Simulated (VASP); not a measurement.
# GaCuSe2 (I-42d) in VASP: a series of runs

Aim: see how the results for GaCuSe2 move with the level of theory and the settings. Levels: PBE, r2SCAN. Tasks: single point.

All numbers are computed with VASP 6.6.1; they aren't measurements. Logs are shortened: lines on timing, memory, paths and dates and some standing lists are left out, and cuts for length are marked.

## Step 1: The cell of the first run

Symmetry: I-42d, No. 122, tetragonal system. Conventional cell: a = 5.608 Å, b = 5.608 Å, c = 11.099 Å, α = 90.00°, β = 90.00°, γ = 90.00°. Within 3.2 Å of Cu (site symmetry -4) lie 4 Se at 2.41 Å. Within 3.2 Å of Se (site symmetry 2) lie 2 Cu at 2.41 Å and 2 Ga at 2.43 Å. Within 3.2 Å of Ga (site symmetry -4) lie 4 Se at 2.43 Å.

## Step 2: Single point, PBE

Input file INCAR:

```
PREC = Accurate
ENCUT = 520
EDIFF = 1E-6
ISMEAR = -1
SIGMA = 0.02
LREAL = F
LASPH = T
NELM = 100
ALGO = Normal
ISIF = 2
LWAVE = F
LCHARG = F
GGA = PE
NBANDS = 46
```

Input file KPOINTS:

```
regular mesh
0
Gamma
  6 6 6
```

Input file POSCAR:

```
GaCuSe2
1.0
   -2.8041298094      2.8041298094      5.5492790755
    2.8041298094     -2.8041298094      5.5492790755
    2.8041298094      2.8041298094     -5.5492790755
Cu Se Ga
2 4 2
Direct
    0.0000000000      0.0000000000      0.0000000000
    0.7500000000      0.2500000000      0.5000000000
    0.3750000000      0.3713580981      0.4963580981
    0.1213580981      0.6250000000     -0.0036419019
    0.8750000000      0.8786419019      0.5036419019
    0.6286419019      0.1250000000      0.0036419019
    0.5000000000      0.5000000000      0.0000000000
    0.2500000000      0.7500000000      0.5000000000
```

Potentials or basis: VASP PAW PBE potentials, release 64 (Cu, Se, Ga_d).

On the command line:

```bash
$ cat potpaw_PBE.64/Cu/POTCAR potpaw_PBE.64/Se/POTCAR potpaw_PBE.64/Ga_d/POTCAR > POTCAR
$ mpirun -np 1 vasp_std > vasp.out
```

OUTCAR:

```text
PREC = Accurate
   ENCUT = 520
   EDIFF = 1E-6
   ISMEAR = -1
   LREAL = F
   LASPH = T
   NELM = 100
   ISIF = 2
   GGA = PE

 ion  position               nearest neighbor table
   1  0.000  0.000  0.000-   6 2.41   4 2.41   5 2.41   3 2.41
   2  0.750  0.250  0.500-   5 2.41   4 2.41   3 2.41   6 2.41
   3  0.375  0.371  0.496-   1 2.41   2 2.41   7 2.43   8 2.43
   4  0.121  0.625  0.996-   1 2.41   2 2.41   8 2.43   7 2.43
   5  0.875  0.879  0.504-   2 2.41   1 2.41   8 2.43   7 2.43
   6  0.629  0.125  0.004-   1 2.41   2 2.41   7 2.43   8 2.43
   7  0.500  0.500  0.000-   5 2.43   6 2.43   3 2.43   4 2.43
   8  0.250  0.750  0.500-   6 2.43   5 2.43   4 2.43   3 2.43

  LATTYP: Found a body centered tetragonal cell.
 ALAT       =     5.6082596188
 C/A-ratio  =     1.9789665432

  Lattice vectors:

 A1 = (  -2.8041298094,   2.8041298094,   5.5492790755)
 A2 = (   2.8041298094,  -2.8041298094,   5.5492790755)
 A3 = (   2.8041298094,   2.8041298094,  -5.5492790755)

Analysis of symmetry for initial positions (statically):
=====================================================================
 Subroutine PRICEL returns:
 Original cell was already a primitive cell.

 Routine SETGRP: Setting up the symmetry group for a
 body centered tetragonal supercell.

 Subroutine GETGRP returns: Found  8 space group operations
 (whereof  4 operations were pure point group operations)
 out of a pool of 16 trial point group operations.

The static configuration has the point symmetry S_4 .
 The point group associated with its full space group is D_2d.

Analysis of symmetry for dynamics (positions and initial velocities):
=====================================================================
 Subroutine PRICEL returns:
 Original cell was already a primitive cell.

 Routine SETGRP: Setting up the symmetry group for a
 body centered tetragonal supercell.

 Subroutine GETGRP returns: Found  8 space group operations
 (whereof  4 operations were pure point group operations)
 out of a pool of 16 trial point group operations.

The dynamic configuration has the point symmetry S_4 .
 The point group associated with its full space group is D_2d.

 Subroutine INISYM returns: Found  8 space group operations
 (whereof  4 operations are pure point group operations),
 and found     1 'primitive' translations

----------------------------------------------------------------------------------------

                                     Primitive cell

  volume of cell :     174.5391

  direct lattice vectors                    reciprocal lattice vectors
    -2.804129809  2.804129809  5.549279076     0.000000000  0.178308436  0.090101794
     2.804129809 -2.804129809  5.549279076     0.178308436  0.000000000  0.090101794
     2.804129809  2.804129809 -5.549279076     0.178308436  0.178308436  0.000000000

  length of vectors
     6.820614799  6.820614799  6.820614799     0.199780458  0.199780458  0.252166208

  position of ions in fractional coordinates (direct lattice)
     0.000000000  0.000000000  0.000000000
     0.750000000  0.250000000  0.500000000
     0.375000000  0.371358098  0.496358098
     0.121358098  0.625000000  0.996358098
     0.875000000  0.878641902  0.503641902
     0.628641902  0.125000000  0.003641902
     0.500000000  0.500000000  0.000000000
     0.250000000  0.750000000  0.500000000

  ion indices of the primitive-cell ions
   primitive index   ion index
                 1           1
                 2           2
                 3           3
                 4           4
                 5           5
                 6           6
                 7           7
                 8           8

----------------------------------------------------------------------------------------

 KPOINTS: regular mesh

Automatic generation of k-mesh.
 Grid dimensions read from file:
 generate k-points for:    6    6    6

 Generating k-lattice:

  Cartesian coordinates                     Fractional coordinates (reciprocal lattice)
     0.000000000  0.029718073  0.015016966     0.166666667 -0.000000000  0.000000000
     0.029718073  0.000000000  0.015016966    -0.000000000  0.166666667  0.000000000
     0.029718073  0.029718073  0.000000000     0.000000000  0.000000000  0.166666667

  Length of vectors
     0.033296743  0.033296743  0.042027701

  Shift w.r.t. Gamma in fractional coordinates (k-lattice)
     0.000000000  0.000000000  0.000000000

 Subroutine IBZKPT returns following result:
 ===========================================

 Found     30 irreducible k-points:

 Following reciprocal coordinates:
            Coordinates               Weight
  0.000000  0.000000  0.000000      1.000000
  0.166667  0.000000  0.000000      8.000000
  0.333333 -0.000000  0.000000      8.000000
  0.500000 -0.000000  0.000000      4.000000
  0.166667  0.166667  0.000000      8.000000
  0.333333  0.166667  0.000000     16.000000
[... 16 lines left out ...]
 -0.333333 -0.333333  0.166667      8.000000
 -0.166667 -0.333333  0.166667      8.000000
 [... further k-points ...]
   k-points           NKPTS =     30   k-points in BZ     NKDIM =     30   number of bands    NBANDS=     46
   number of dos      NEDOS =    301   number of ions     NIONS =      8
   total plane-waves  NPLWV = 157464
   dimension x,y,z NGX =    54 NGY =   54 NGZ =   54
   dimension x,y,z NGXF=   108 NGYF=  108 NGZF=  108
   ions per type =               2   4   2
   NGX,Y,Z   is equivalent  to a cutoff of  13.16, 13.16, 13.16 a.u.
   NGXF,Y,Z  is equivalent  to a cutoff of  26.32, 26.32, 26.32 a.u.
 SYSTEM =  unknown system
   PREC   = accura    normal or accurate (medium, high low for compatibility)
   ISTART =      0    job   : 0-new  1-cont  2-samecut
   ICHARG =      2    charge: 1-file 2-atom 10-const
   ISPIN  =      1    spin polarized calculation?
   LNONCOLLINEAR =      F non collinear calculations
   LSORBIT =      F    spin-orbit coupling
   LASPH  =      T    aspherical Exc in radial PAW
   ENCUT  =  520.0 eV  38.22 Ry    6.18 a.u.  12.68 12.68 12.68*2*pi/ulx,y,z
   NELM   =    100;   NELMIN=  2; NELMDL= -5     # of ELM steps
   EDIFF  = 0.1E-05   stopping-criterion for ELM
   LREAL  =      F    real-space projection
   EDIFFG = 0.1E-04   stopping-criterion for IOM
   NSW    =      0    number of steps for IOM
   IBRION =     -1    ionic relax: 0-MD 1-quasi-New 2-CG
   NFREE  =      0    steps in history (QN), initial steepest desc. (CG)
   ISIF   =      2    stress and relaxation
   ISYM   =      2    0-nonsym 1-usesym 2-fastsym
   POTIM  = 0.5000    time-step for ionic-motion
   TEBEG  =    0.0;   TEEND  =   0.0 temperature during run
   PSTRESS=    0.0 pullay stress
   NELECT =      72.0000    total number of electrons
   NUPDOWN=      -1.0000    fix difference up-down
   EMIN   =  10.00;   EMAX   =-10.00  energy-range for DOS
   EFERMI =   0.00;   METHOD = LEGACY
   ISMEAR =    -1;   SIGMA  =   0.02  broadening in eV -4-tet -1-fermi 0-gaus
   EFERMI_NEDOS =   21; number of points for ismear=-14 and -15
   IALGO  =     38    algorithm
   IMIX   =      4    mixing-type and parameters
     AMIX     =   0.40;   BMIX     =  1.00
     AMIX_MAG =   1.60;   BMIX_MAG =  1.00
  volume/ion in A,a.u.               =      21.82       147.23
  Fermi-wavevector in a.u.,A,eV,Ry     =   1.218675  2.302963 20.206963  1.485170
  Thomas-Fermi vector in A             =   2.353954
   LORBIT       =      0    0 simple, 1 ext, 2 COOP (PROOUT), +10 PAW based schemes
   GGA     = PE    functional components
   LHFCALC =     F    Hartree Fock is set to
   AEXX    =    0.0000 exact exchange contribution
   IVDW    =     0    specifies the selected vdW correction
   LEPSILON=     F    determine dielectric tensor
   LRPA    =     F    only Hartree local field effects (RPA)
 non-spin polarized calculation
  energy-cutoff  :      520.00
  volume of cell :      174.54
 maximum number of plane-waves:      4729
 NGX is ok and might be reduce to    54
   NGX = 25   NGY = 25   NGZ = 25

 number of electron      72.0000026 magnetization

 Free energy of the ion-electron system (eV)
  ---------------------------------------------------
  ext. energy  EPLUGINS =         0.00000000
  ---------------------------------------------------
  free energy    TOTEN  =       -31.06635549 eV

  energy without entropy =      -31.06633872  energy(sigma->0) =      -31.06634711

 E-fermi :   4.1188     XC(G=0):  -9.6232

 val. band max:        4.0208372923   @ k =   0.0000   0.0000   0.0000
 cond. band min:       4.2162025380   @ k =   0.0000   0.0000   0.0000
 fundamental gap:      0.1953652457
 Fermi energy:         4.1187566345

 k-point     1 :       0.0000    0.0000    0.0000
  band No.  band energies     occupation
      1     -11.5376      2.00000
      2     -11.5369      2.00000
      3     -11.5369      2.00000
      4     -11.3894      2.00000
      5     -11.3748      2.00000
      6     -11.3748      2.00000
[... 38 lines left out ...]
     45       8.8232      0.00000
     46       9.1187      0.00000

 k-point     2 :       0.1667    0.0000    0.0000
  band No.  band energies     occupation
      1     -11.5422      2.00000
      2     -11.5379      2.00000
      3     -11.5322      2.00000
      4     -11.3968      2.00000
      5     -11.3821      2.00000
      6     -11.3736      2.00000
[... 38 lines left out ...]
     45       9.0067      0.00000
     46       9.4543      0.00000

 k-point     3 :       0.3333   -0.0000    0.0000
  band No.  band energies     occupation
      1     -11.5500      2.00000
      2     -11.5412      2.00000
      3     -11.5208      2.00000
      4     -11.4197      2.00000
      5     -11.3858      2.00000
      6     -11.3717      2.00000
[... 38 lines left out ...]
     45       9.4281      0.00000
     46       9.8657      0.00000

 k-point     4 :       0.5000   -0.0000    0.0000
  band No.  band energies     occupation
      1     -11.5535      2.00000
      2     -11.5430      2.00000
      3     -11.5133      2.00000
      4     -11.4325      2.00000
      5     -11.3865      2.00000
      6     -11.3708      2.00000
[... 920 lines left out ...]
     45       9.3337      0.00000
     46       9.4633      0.00000

 k-point    23 :      -0.3333   -0.3333    0.1667
  band No.  band energies     occupation
      1     -11.5459      2.00000
      2     -11.5437      2.00000
      3     -11.5083      2.00000
      4     -11.4473      2.00000
      5     -11.3743      2.00000
      6     -11.3714      2.00000
[... 38 lines left out ...]
     45       9.6010      0.00000
     46       9.6835      0.00000

 k-point    24 :      -0.1667   -0.3333    0.1667
  band No.  band energies     occupation
      1     -11.5431      2.00000
      2     -11.5400      2.00000
      3     -11.5213      2.00000
      4     -11.4278      2.00000
      5     -11.3753      2.00000
      6     -11.3707      2.00000
[... 38 lines left out ...]
     45       9.1064      0.00000
     46       9.4508      0.00000

 [... further k-points ...]

------------------------ aborting loop because EDIFF is reached ----------------------------------------

  FORCE on cell =-STRESS in cart. coord.  units (eV):
  Direction    XX          YY          ZZ          XY          YZ          ZX
  --------------------------------------------------------------------------------------
  -------------------------------------------------------------------------------------
  Total        2.9471151      2.9471151      2.9422971      0.0000000     -0.0000000      0.0000000
  in kB       27.0529664     27.0529664     27.0087399      0.0000000     -0.0000000      0.0000000
  external PRESSURE =      27.0382243 kB  Pullay stress =       0.0000000 kB

 VOLUME and BASIS-vectors are now :
 -----------------------------------------------------------------------------
  energy-cutoff  :      520.00
  volume of cell :      174.54
      direct lattice vectors                 reciprocal lattice vectors
    -2.804129809  2.804129809  5.549279076     0.000000000  0.178308436  0.090101794
     2.804129809 -2.804129809  5.549279076     0.178308436  0.000000000  0.090101794
     2.804129809  2.804129809 -5.549279076     0.178308436  0.178308436  0.000000000

 POSITION                                       TOTAL-FORCE (eV/Angst)
 -----------------------------------------------------------------------------------
      0.00000      0.00000      0.00000        -0.000000      0.000000     -0.000000
     -0.00000      2.80413      2.77464        -0.000000     -0.000000     -0.000000
      1.38164      1.40206      1.38732        -0.152843     -0.000000     -0.000000
      4.20619      1.38164     -1.38732        -0.000000     -0.152843     -0.000000
      1.42249      1.40206      6.93660         0.152843     -0.000000      0.000000
     -1.40206      1.42249      4.16196        -0.000000      0.152843      0.000000
      0.00000      0.00000      5.54928        -0.000000      0.000000      0.000000
      2.80413     -0.00000      2.77464        -0.000000     -0.000000      0.000000
 -----------------------------------------------------------------------------------
    total drift:                               -0.000000     -0.000000     -0.000004

  FREE ENERGIE OF THE ION-ELECTRON SYSTEM (eV)
  ---------------------------------------------------
  free  energy   TOTEN  =       -31.0663554887 eV

  energy  without entropy=      -31.0663387244  energy(sigma->0) =      -31.06634711
```

Run time: 5.1 min. Hardware: 1 thread of AMD EPYC 9R45 (Zen 5), shared host; peak memory 0.5 GiB.

What came out:

```yaml
Free_energy: -31.0664 eV
Pressure: 2.7 GPa
Largest_force: 0.153 eV/Å
Band_gap_on_the_k_mesh: 0.20 eV
```

Forces in eV/Å, atoms in the order of the input:
```
Cu   0.000  0.000  0.000
Cu   0.000  0.000  0.000
Se  -0.153  0.000  0.000
Se   0.000 -0.153  0.000
Se   0.153  0.000  0.000
Se   0.000  0.153  0.000
Ga   0.000  0.000  0.000
Ga   0.000  0.000  0.000
```

Levels at points of the mesh, in eV from the valence-band top:
```tsv
k point	band 34	band 35	band 36	band 37	band 38	band 39
(0.00, 0.00, 0.00)	-0.11	-0.11	0.00	0.20	1.92	2.22
(0.50, 0.00, 0.00)	-1.23	-1.14	-0.57	2.15	2.53	3.20
(0.50, 0.50, 0.00)	-0.83	-0.50	-0.50	1.13	1.13	3.36
(0.50, 0.50, 0.50)	-1.23	-0.92	-0.92	1.80	1.80	1.94
```

Caveat: semilocal functionals underestimate gaps, and a narrow one can read as zero.

(Continued in part 2 of 2.)
